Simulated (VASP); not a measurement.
# CdSe (Cadmoselite) (P6_3mc) in VASP: a series of runs

Runs on CdSe (Cadmoselite). Level: PBEsol. Tasks: single point.

All numbers are computed with VASP 6.6.1; they aren't measurements. Logs are shortened: lines on timing, memory, paths and dates and some standing lists are left out, and cuts for length are marked.

## (1) The cell of the first run

The structure is hexagonal, space group P6_3mc (No. 186). The conventional cell has a = 4.018 Å, b = 4.018 Å, c = 6.674 Å, α = 90.00°, β = 90.00°, γ = 120.00°. Cd (site symmetry 3m) has 4 Se at 2.47 to 2.48 Å within 3.3 Å. Within 3.3 Å of Se (site symmetry 3m) lie 4 Cd at 2.47 to 2.48 Å.

## (2) Single point, PBEsol

The input, INCAR:

```
SYSTEM = CdSe
ALGO = Normal ; EDIFF = 1E-6
ENCUT = 520 ; GGA = PS
ISIF = 2 ; ISMEAR = 0
LASPH = .TRUE. ; LCHARG = .FALSE.
LREAL = .FALSE. ; LWAVE = .FALSE.
NBANDS = 26 ; NELM = 100
PREC = Accurate ; SIGMA = 0.01
```

The input, KPOINTS:

```
k-points
0
G
  6 6 4
  0 0 0
```

The input, POSCAR:

```
CdSe
1.0
    4.0182319181      0.0000000000      0.0000000000
   -2.0091159590      3.4798909193      0.0000000000
    0.0000000000      0.0000000000      6.6738103715
Cd Se
2 2
Direct
    0.3333333333      0.6666666667      0.0073955859
    0.6666666667      0.3333333333      0.5073955859
    0.3333333333      0.6666666667      0.3776044141
    0.6666666667      0.3333333333      0.8776044141
```

Potentials or basis: VASP PAW PBE potentials, release 64 (Cd, Se).

Started as:

```bash
cat potpaw_PBE.64/Cd/POTCAR potpaw_PBE.64/Se/POTCAR > POTCAR
mpirun -np 1 vasp_std > vasp.out
```

OUTCAR:

```text
SYSTEM = CdSe
   EDIFF = 1E-6
   ENCUT = 520
   GGA = PS
   ISIF = 2
   ISMEAR = 0
   LASPH = .TRUE.
   LREAL = .FALSE.
   NELM = 100
   PREC = Accurate

 ion  position               nearest neighbor table
   1  0.333  0.667  0.007-   3 2.47   4 2.48   4 2.48   4 2.48
   2  0.667  0.333  0.507-   4 2.47   3 2.48   3 2.48   3 2.48
   3  0.333  0.667  0.378-   1 2.47   2 2.48   2 2.48   2 2.48
   4  0.667  0.333  0.878-   2 2.47   1 2.48   1 2.48   1 2.48

  LATTYP: Found a hexagonal cell.
 ALAT       =     4.0182319181
 C/A-ratio  =     1.6608823252

  Lattice vectors:

 A1 = (   4.0182319181,   0.0000000000,   0.0000000000)
 A2 = (  -2.0091159590,   3.4798909193,   0.0000000000)
 A3 = (   0.0000000000,   0.0000000000,   6.6738103715)

Analysis of symmetry for initial positions (statically):
=====================================================================
 Subroutine PRICEL returns:
 Original cell was already a primitive cell.

 Routine SETGRP: Setting up the symmetry group for a
 hexagonal supercell.

 Subroutine GETGRP returns: Found 12 space group operations
 (whereof  6 operations were pure point group operations)
 out of a pool of 24 trial point group operations.

The static configuration has the point symmetry C_3v.
 The point group associated with its full space group is C_6v.

Analysis of symmetry for dynamics (positions and initial velocities):
=====================================================================
 Subroutine PRICEL returns:
 Original cell was already a primitive cell.

 Routine SETGRP: Setting up the symmetry group for a
 hexagonal supercell.

 Subroutine GETGRP returns: Found 12 space group operations
 (whereof  6 operations were pure point group operations)
 out of a pool of 24 trial point group operations.

The dynamic configuration has the point symmetry C_3v.
 The point group associated with its full space group is C_6v.

 Subroutine INISYM returns: Found 12 space group operations
 (whereof  6 operations are pure point group operations),
 and found     1 'primitive' translations

----------------------------------------------------------------------------------------

                                     Primitive cell

  volume of cell :      93.3199

  direct lattice vectors                    reciprocal lattice vectors
     4.018231918  0.000000000  0.000000000     0.248865675  0.143682665  0.000000000
    -2.009115959  3.479890919  0.000000000     0.000000000  0.287365329  0.000000000
     0.000000000  0.000000000  6.673810372     0.000000000  0.000000000  0.149839439

  length of vectors
     4.018231918  4.018231918  6.673810372     0.287365329  0.287365329  0.149839439

  position of ions in fractional coordinates (direct lattice)
     0.333333333  0.666666667  0.007395586
     0.666666667  0.333333333  0.507395586
     0.333333333  0.666666667  0.377604414
     0.666666667  0.333333333  0.877604414

  ion indices of the primitive-cell ions
   primitive index   ion index
                 1           1
                 2           2
                 3           3
                 4           4

----------------------------------------------------------------------------------------

 KPOINTS: k-points

Automatic generation of k-mesh.
 Grid dimensions read from file:
 generate k-points for:    6    6    4

 Generating k-lattice:

  Cartesian coordinates                     Fractional coordinates (reciprocal lattice)
     0.041477613  0.023947111  0.000000000     0.166666667  0.000000000  0.000000000
     0.000000000  0.047894222  0.000000000     0.000000000  0.166666667  0.000000000
     0.000000000  0.000000000  0.037459860     0.000000000  0.000000000  0.250000000

  Length of vectors
     0.047894222  0.047894222  0.037459860

  Shift w.r.t. Gamma in fractional coordinates (k-lattice)
     0.000000000  0.000000000  0.000000000

 Subroutine IBZKPT returns following result:
 ===========================================

 Found     21 irreducible k-points:

 Following reciprocal coordinates:
            Coordinates               Weight
  0.000000  0.000000  0.000000      1.000000
  0.166667  0.000000  0.000000      6.000000
  0.333333  0.000000  0.000000      6.000000
  0.500000  0.000000  0.000000      3.000000
  0.166667  0.166667  0.000000      6.000000
  0.333333  0.166667  0.000000     12.000000
[... 13 lines left out ...]
  0.333333  0.166667  0.500000     12.000000
  0.333333  0.333333  0.500000      2.000000
   k-points           NKPTS =     21   k-points in BZ     NKDIM =     21   number of bands    NBANDS=     26
   number of dos      NEDOS =    301   number of ions     NIONS =      4
   total plane-waves  NPLWV =  45000
   dimension x,y,z NGX =    30 NGY =   30 NGZ =   50
   dimension x,y,z NGXF=    60 NGYF=   60 NGZF=  100
   ions per type =               2   2
   NGX,Y,Z   is equivalent  to a cutoff of  12.41, 12.41, 12.46 a.u.
   NGXF,Y,Z  is equivalent  to a cutoff of  24.82, 24.82, 24.91 a.u.
 SYSTEM =  CdSe
   PREC   = accura    normal or accurate (medium, high low for compatibility)
   ISTART =      0    job   : 0-new  1-cont  2-samecut
   ICHARG =      2    charge: 1-file 2-atom 10-const
   ISPIN  =      1    spin polarized calculation?
   LNONCOLLINEAR =      F non collinear calculations
   LSORBIT =      F    spin-orbit coupling
   LASPH  =      T    aspherical Exc in radial PAW
   ENCUT  =  520.0 eV  38.22 Ry    6.18 a.u.   7.47  7.47 12.41*2*pi/ulx,y,z
   NELM   =    100;   NELMIN=  2; NELMDL= -5     # of ELM steps
   EDIFF  = 0.1E-05   stopping-criterion for ELM
   LREAL  =      F    real-space projection
   EDIFFG = 0.1E-04   stopping-criterion for IOM
   NSW    =      0    number of steps for IOM
   IBRION =     -1    ionic relax: 0-MD 1-quasi-New 2-CG
   NFREE  =      0    steps in history (QN), initial steepest desc. (CG)
   ISIF   =      2    stress and relaxation
   ISYM   =      2    0-nonsym 1-usesym 2-fastsym
   POTIM  = 0.5000    time-step for ionic-motion
   TEBEG  =    0.0;   TEEND  =   0.0 temperature during run
   PSTRESS=    0.0 pullay stress
   NELECT =      36.0000    total number of electrons
   NUPDOWN=      -1.0000    fix difference up-down
   EMIN   =  10.00;   EMAX   =-10.00  energy-range for DOS
   EFERMI =   0.00;   METHOD = LEGACY
   ISMEAR =     0;   SIGMA  =   0.01  broadening in eV -4-tet -1-fermi 0-gaus
   EFERMI_NEDOS =   21; number of points for ismear=-14 and -15
   IALGO  =     38    algorithm
   IMIX   =      4    mixing-type and parameters
     AMIX     =   0.40;   BMIX     =  1.00
     AMIX_MAG =   1.60;   BMIX_MAG =  1.00
  volume/ion in A,a.u.               =      23.33       157.44
  Fermi-wavevector in a.u.,A,eV,Ry     =   1.191747  2.252076 19.323832  1.420262
  Thomas-Fermi vector in A             =   2.327802
   LORBIT       =      0    0 simple, 1 ext, 2 COOP (PROOUT), +10 PAW based schemes
   GGA     = PS    functional components
   LHFCALC =     F    Hartree Fock is set to
   AEXX    =    0.0000 exact exchange contribution
   IVDW    =     0    specifies the selected vdW correction
   LEPSILON=     F    determine dielectric tensor
   LRPA    =     F    only Hartree local field effects (RPA)
 non-spin polarized calculation
 Gauss-broadening in eV      SIGMA  =   0.01
  energy-cutoff  :      520.00
  volume of cell :       93.32
 maximum number of plane-waves:      2539
 NGX is ok and might be reduce to    30
   NGX = 15   NGY = 15   NGZ = 25

 number of electron      36.0000005 magnetization

 Free energy of the ion-electron system (eV)
  ---------------------------------------------------
  ext. energy  EPLUGINS =         0.00000000
  ---------------------------------------------------
  free energy    TOTEN  =       -11.52847985 eV

  energy without entropy =      -11.52847985  energy(sigma->0) =      -11.52847985

 E-fermi :   2.6609     XC(G=0):  -9.9755

 val. band max:        2.5464706673   @ k =   0.0000   0.0000   0.0000
 cond. band min:       3.4216096238   @ k =   0.0000   0.0000   0.0000
 fundamental gap:      0.8751389564
 Fermi energy:         2.6608811330

 k-point     1 :       0.0000    0.0000    0.0000
  band No.  band energies     occupation
      1     -11.3840      2.00000
      2     -10.8127      2.00000
      3      -6.2859      2.00000
      4      -6.2367      2.00000
      5      -6.2367      2.00000
      6      -6.1213      2.00000
[... 18 lines left out ...]
     25       9.6570      0.00000
     26      10.6105      0.00000

 k-point     2 :       0.1667    0.0000    0.0000
  band No.  band energies     occupation
      1     -11.2564      2.00000
      2     -10.7545      2.00000
      3      -6.2377      2.00000
      4      -6.1933      2.00000
      5      -6.1764      2.00000
      6      -6.0678      2.00000
[... 18 lines left out ...]
     25       9.8872      0.00000
     26      10.4440      0.00000

 k-point     3 :       0.3333    0.0000    0.0000
  band No.  band energies     occupation
      1     -10.9768      2.00000
      2     -10.6546      2.00000
      3      -6.1633      2.00000
      4      -6.1294      2.00000
      5      -6.0165      2.00000
      6      -5.9191      2.00000
[... 18 lines left out ...]
     25      10.4022      0.00000
     26      11.4522      0.00000

 k-point     4 :       0.5000    0.0000    0.0000
  band No.  band energies     occupation
      1     -10.8096      2.00000
      2     -10.6287      2.00000
      3      -6.1446      2.00000
      4      -6.1112      2.00000
      5      -5.8983      2.00000
      6      -5.8622      2.00000
[... 18 lines left out ...]
     25      10.7299      0.00000
     26      12.6329      0.00000
[... 409 lines left out ...]
      1     -10.8557      2.00000
      2     -10.8557      2.00000
      3      -6.0992      2.00000
      4      -6.0992      2.00000
      5      -6.0542      2.00000
      6      -6.0542      2.00000
[... 18 lines left out ...]
     25      10.1158      0.00000
     26      10.1158      0.00000

 k-point    20 :       0.3333    0.1667    0.5000
  band No.  band energies     occupation
      1     -10.7086      2.00000
      2     -10.7086      2.00000
      3      -6.0739      2.00000
      4      -6.0739      2.00000
      5      -5.9972      2.00000
      6      -5.9972      2.00000
[... 18 lines left out ...]
     25      10.8812      0.00000
     26      10.8812      0.00000

 k-point    21 :       0.3333    0.3333    0.5000
  band No.  band energies     occupation
      1     -10.6611      2.00000
      2     -10.6611      2.00000
      3      -6.0258      2.00000
      4      -6.0258      2.00000
      5      -6.0117      2.00000
      6      -6.0117      2.00000
[... 18 lines left out ...]
     25      11.4240      0.00000
     26      11.4240      0.00000

------------------------ aborting loop because EDIFF is reached ----------------------------------------

  FORCE on cell =-STRESS in cart. coord.  units (eV):
  Direction    XX          YY          ZZ          XY          YZ          ZX
  --------------------------------------------------------------------------------------
  -------------------------------------------------------------------------------------
  Total        9.1662524      9.1662524      9.1889580      0.0000000      0.0000000      0.0000000
  in kB      157.3721577    157.3721577    157.7619827      0.0000000      0.0000000      0.0000000
  external PRESSURE =     157.5020994 kB  Pullay stress =       0.0000000 kB

 VOLUME and BASIS-vectors are now :
 -----------------------------------------------------------------------------
  energy-cutoff  :      520.00
  volume of cell :       93.32
      direct lattice vectors                 reciprocal lattice vectors
     4.018231918  0.000000000  0.000000000     0.248865675  0.143682665  0.000000000
    -2.009115959  3.479890919  0.000000000     0.000000000  0.287365329  0.000000000
     0.000000000  0.000000000  6.673810372     0.000000000  0.000000000  0.149839439

 POSITION                                       TOTAL-FORCE (eV/Angst)
 -----------------------------------------------------------------------------------
     -0.00000      2.31993      0.04936         0.000000      0.000000      0.002273
      2.00912      1.15996      3.38626        -0.000000     -0.000000      0.002273
     -0.00000      2.31993      2.52006        -0.000000     -0.000000     -0.002273
      2.00912      1.15996      5.85697         0.000000      0.000000     -0.002273
 -----------------------------------------------------------------------------------
    total drift:                               -0.000000      0.000000     -0.000710

  FREE ENERGIE OF THE ION-ELECTRON SYSTEM (eV)
  ---------------------------------------------------
  free  energy   TOTEN  =       -11.5284798527 eV

  energy  without entropy=      -11.5284798527  energy(sigma->0) =      -11.52847985
```

Run time: 22 s. Hardware: 1 thread of Intel Xeon 6975P-C (Granite Rapids), shared host; peak memory 0.21 GiB.

Results:

```yaml
Free_energy: -11.5285 eV
Pressure: 15.8 GPa
Band_gap_on_the_k_mesh: 0.88 eV, direct
```

Forces on the atoms (eV/Å):
```
Cd   0.000  0.000  0.002
Cd   0.000  0.000  0.002
Se   0.000  0.000 -0.002
Se   0.000  0.000 -0.002
```

Caveat: the PAW data sets were made with another functional, which shifts forces and pressure a little.

## (3) Single point, PBEsol

This run uses another cell than the first one, of 24.48 Å³/atom, 1.049 times its volume.

The input, INCAR:

```
SYSTEM = CdSe
ALGO     = Normal         ! electronic algorithm
EDIFF    = 1E-6           ! SCF threshold, eV
ENCUT    = 520            ! plane-wave cutoff, eV
GGA      = PS             ! functional
ISIF     = 2              ! what is computed and relaxed
ISMEAR   = 0              ! smearing method
LASPH    = .TRUE.         ! aspherical terms in the spheres
LCHARG   = .FALSE.        ! write CHGCAR
LREAL    = .FALSE.        ! projectors in reciprocal space
LWAVE    = .FALSE.        ! write WAVECAR
NBANDS   = 26             ! bands
NELM     = 60             ! most SCF steps
PREC     = Accurate       ! precision mode
SIGMA    = 0.01           ! smearing width, eV
```

KPOINTS is that of step 2.

The input, POSCAR:

```
CdSe
1.0
    4.0987015417      0.0000000000      0.0000000000
   -2.0493507708      3.5495796576      0.0000000000
    0.0000000000      0.0000000000      6.7297789009
Cd Se
2 2
Direct
    0.3333333333      0.6666666667      0.0056825926
    0.6666666667      0.3333333333      0.5056825926
    0.3333333333      0.6666666667      0.3793174074
    0.6666666667      0.3333333333      0.8793174074
```

Potentials or basis: VASP PAW PBE potentials, release 64 (Cd, Se).

Started as:

```bash
cat potpaw_PBE.64/Cd/POTCAR potpaw_PBE.64/Se/POTCAR > POTCAR
mpirun -np 1 vasp_std > vasp.out
```

OUTCAR:

```text
SYSTEM = CdSe
   EDIFF = 1E-6
   ENCUT = 520
   GGA = PS
   ISIF = 2
   ISMEAR = 0
   LASPH = .TRUE.
   LREAL = .FALSE.
   NELM = 60
   PREC = Accurate

 ion  position               nearest neighbor table
   1  0.333  0.667  0.006-   3 2.51   4 2.51   4 2.51   4 2.51
   2  0.667  0.333  0.506-   4 2.51   3 2.51   3 2.51   3 2.51
   3  0.333  0.667  0.379-   1 2.51   2 2.51   2 2.51   2 2.51
   4  0.667  0.333  0.879-   2 2.51   1 2.51   1 2.51   1 2.51

  LATTYP: Found a hexagonal cell.
 ALAT       =     4.0987015417
 C/A-ratio  =     1.6419294824

  Lattice vectors:

 A1 = (   4.0987015417,   0.0000000000,   0.0000000000)
 A2 = (  -2.0493507708,   3.5495796576,   0.0000000000)
 A3 = (   0.0000000000,   0.0000000000,   6.7297789009)

Analysis of symmetry for initial positions (statically):
=====================================================================
 Subroutine PRICEL returns:
[... 167 lines left out ...]
  ext. energy  EPLUGINS =         0.00000000
  ---------------------------------------------------
  free energy    TOTEN  =       -11.90329910 eV

  energy without entropy =      -11.90329910  energy(sigma->0) =      -11.90329910

 E-fermi :   2.1210     XC(G=0):  -9.7421

 val. band max:        2.0492056533   @ k =   0.0000   0.0000   0.0000
 cond. band min:       2.8630262089   @ k =   0.0000   0.0000   0.0000
 fundamental gap:      0.8138205556
 Fermi energy:         2.1209696555

 k-point     1 :       0.0000    0.0000    0.0000
  band No.  band energies     occupation
      1     -11.4961      2.00000
      2     -10.9730      2.00000
      3      -6.4796      2.00000
      4      -6.4561      2.00000
      5      -6.4561      2.00000
      6      -6.3559      2.00000
[... 598 lines left out ...]
     25      10.9041      0.00000
     26      10.9041      0.00000

------------------------ aborting loop because EDIFF is reached ----------------------------------------

  FORCE on cell =-STRESS in cart. coord.  units (eV):
  Direction    XX          YY          ZZ          XY          YZ          ZX
  --------------------------------------------------------------------------------------
  -------------------------------------------------------------------------------------
  Total        6.4727335      6.4727335      6.4993815      0.0000000      0.0000000      0.0000000
  in kB      105.9191017    105.9191017    106.3551678      0.0000000      0.0000000      0.0000000
  external PRESSURE =     106.0644571 kB  Pullay stress =       0.0000000 kB

 VOLUME and BASIS-vectors are now :
 -----------------------------------------------------------------------------
  energy-cutoff  :      520.00
  volume of cell :       97.91
      direct lattice vectors                 reciprocal lattice vectors
     4.098701542  0.000000000  0.000000000     0.243979707  0.140861749  0.000000000
    -2.049350771  3.549579658  0.000000000     0.000000000  0.281723499  0.000000000
     0.000000000  0.000000000  6.729778901     0.000000000  0.000000000  0.148593292

 POSITION                                       TOTAL-FORCE (eV/Angst)
 -----------------------------------------------------------------------------------
     -0.00000      2.36639      0.03824         0.000000      0.000000      0.000681
      2.04935      1.18319      3.40313         0.000000      0.000000      0.000681
     -0.00000      2.36639      2.55272        -0.000000     -0.000000     -0.000681
      2.04935      1.18319      5.91761         0.000000      0.000000     -0.000681
 -----------------------------------------------------------------------------------
    total drift:                               -0.000000     -0.000000     -0.000516

  FREE ENERGIE OF THE ION-ELECTRON SYSTEM (eV)
  ---------------------------------------------------
  free  energy   TOTEN  =       -11.9032991035 eV

  energy  without entropy=      -11.9032991035  energy(sigma->0) =      -11.90329910
```

OSZICAR:

```text
N       E                     dE             d eps       ncg     rms          rms(c)
DAV:   1     0.247609498340E+03    0.24761E+03   -0.17435E+04  1092   0.127E+03
DAV:   2    -0.240574013329E+00   -0.24785E+03   -0.23968E+03  1180   0.318E+02
DAV:   3    -0.125791909844E+02   -0.12339E+02   -0.12271E+02  1302   0.726E+01
DAV:   4    -0.126713253601E+02   -0.92134E-01   -0.92013E-01  1220   0.586E+00
DAV:   5    -0.126718137128E+02   -0.48835E-03   -0.48834E-03  1266   0.411E-01    0.117E+01
DAV:   6    -0.119536173398E+02    0.71820E+00   -0.12891E+00  1446   0.135E+01    0.882E+00
DAV:   7    -0.119127444037E+02    0.40873E-01   -0.65190E-01  1160   0.451E+00    0.263E+00
DAV:   8    -0.119036771305E+02    0.90673E-02   -0.94621E-02  1150   0.336E+00    0.503E-01
DAV:   9    -0.119032550204E+02    0.42211E-03   -0.10372E-02  1176   0.116E+00    0.187E-01
DAV:  10    -0.119032616927E+02   -0.66723E-05   -0.84206E-04  1194   0.325E-01    0.632E-02
DAV:  11    -0.119032940841E+02   -0.32391E-04   -0.10276E-04  1160   0.655E-02    0.180E-02
DAV:  12    -0.119032988671E+02   -0.47829E-05   -0.17272E-05  1228   0.426E-02    0.138E-02
DAV:  13    -0.119032991035E+02   -0.23641E-06   -0.63781E-06  1190   0.309E-02
   1 F= -.11903299E+02 E0= -.11903299E+02  d E =-.336982E-26
```

Wall time 24 s (1 thread of Intel Xeon 6975P-C (Granite Rapids), shared host); peak memory 0.21 GiB.

What came out:

```
Free energy            : -11.9033 eV
Pressure               : 10.6 GPa
Band gap on the k mesh : 0.81 eV, direct
```

Caveat: the PAW data sets were made with another functional, which shifts forces and pressure a little.
